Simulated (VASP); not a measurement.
## InSe2: single point with PBE

The system is InSe2.

```xyz
6
Lattice="3.8871 0.0000 0.0000 0.0000 3.8871 0.0000 0.0000 0.0000 9.7317" Properties=species:S:1:pos:R:3 pbc="T T T"
In    0.0000    1.9436    6.8471
In    1.9436    0.0000    2.8846
Se    0.0000    1.9436    3.5596
Se    1.9436    0.0000    6.1721
Se    0.0000    0.0000    0.0000
Se    1.9436    1.9436    0.0000
```

* Program: VASP 6.6.1
* Task: single point
* Functional: PBE
* Potentials or basis: VASP PAW PBE potentials, release 64 (In_d, Se)
* Cutoff: 500 eV
* k mesh: 10 × 10 × 4
* Occupations: gaussian, width 0.1 eV
* Spin: no spin polarisation
* Dipole correction: no
* Further INCAR settings: ALGO = Normal; EDIFF = 1e-06; NBANDS = 34

```json
{
  "Pressure": "0.0 GPa",
  "Band gap on the k mesh": "zero (band 25 reaches 5.66 eV, above the bottom of band 26 at 3.58 eV)"
}
```

Forces on the atoms (eV/Å):
```
In   0.000  0.000  0.001
In   0.000  0.000 -0.001
Se   0.000  0.000  0.002
Se   0.000  0.000 -0.002
Se   0.000  0.000  0.000
Se   0.000  0.000  0.000
```

Levels at points of the mesh, in eV from the Fermi level:
```csv
k point,band 21,band 22,band 23,band 24,band 25,band 26,band 27,band 28,band 29,band 30
"(0.00, 0.00, 0.00)",-2.41,-2.04,-1.79,-1.79,0.25,0.49,2.88,2.88,3.29,4.29
"(0.50, 0.00, 0.00)",-1.84,-1.84,-1.29,-1.29,-1.00,-1.00,1.68,1.68,3.04,3.04
"(0.50, 0.50, 0.00)",-3.59,-3.59,-1.54,-1.54,-1.12,-1.12,2.71,2.71,3.95,3.95
"(0.00, 0.00, 0.50)",-2.47,-1.73,-1.73,-1.28,0.25,0.51,2.03,2.88,2.88,3.63
"(0.50, 0.00, 0.50)",-1.59,-1.59,-1.03,-1.03,-1.01,-1.01,1.15,1.15,3.39,3.39
"(0.50, 0.50, 0.50)",-3.45,-3.45,-1.74,-1.74,-1.45,-1.45,3.46,3.46,4.52,4.52
```

Run time: 5.3 min on 1 thread of Intel Xeon 6975P-C (shared host), peak memory 0.38 GiB.

Caveat: spin-orbit coupling is left out, which moves the levels of the heavy elements.
